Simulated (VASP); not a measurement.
Input of a VASP 6.6.1 run:

Contents of INCAR:

```
SYSTEM = Ca
PREC = Accurate
ENCUT = 520
EDIFF = 1E-7
ISMEAR = 0
SIGMA = 0.05
LREAL = .FALSE.
LASPH = .TRUE.
NELM = 100
ALGO = Fast
ISIF = 2
LWAVE = .FALSE.
LCHARG = .FALSE.
GGA = PS
NBANDS = 11
```

The input KPOINTS:

```
regular mesh
0
G
  10 10 10
  0 0 0
```

Contents of POSCAR:

```
Ca
1.0
    0.0000000000      2.7942000000      2.7942000000
    2.7942000000      0.0000000000      2.7942000000
    2.7942000000      2.7942000000      0.0000000000
Ca
1
Direct
    0.0000000000      0.0000000000      0.0000000000
```

Potentials or basis: VASP PAW PBE potentials, release 64 (Ca_sv).

Command:

```sh
$ cat potpaw_PBE.64/Ca_sv/POTCAR > POTCAR
$ mpirun -np 1 vasp_std > vasp.out
```

(1) Predict the band gap on the k mesh.

(2) Estimate the pressure.

## Answers

(1) zero (band 5 reaches 1.89 eV, above the bottom of band 6 at 1.58 eV).

(2) -1.2 GPa.

Caveat: the PAW data sets were made with another functional, which shifts forces and pressure a little.
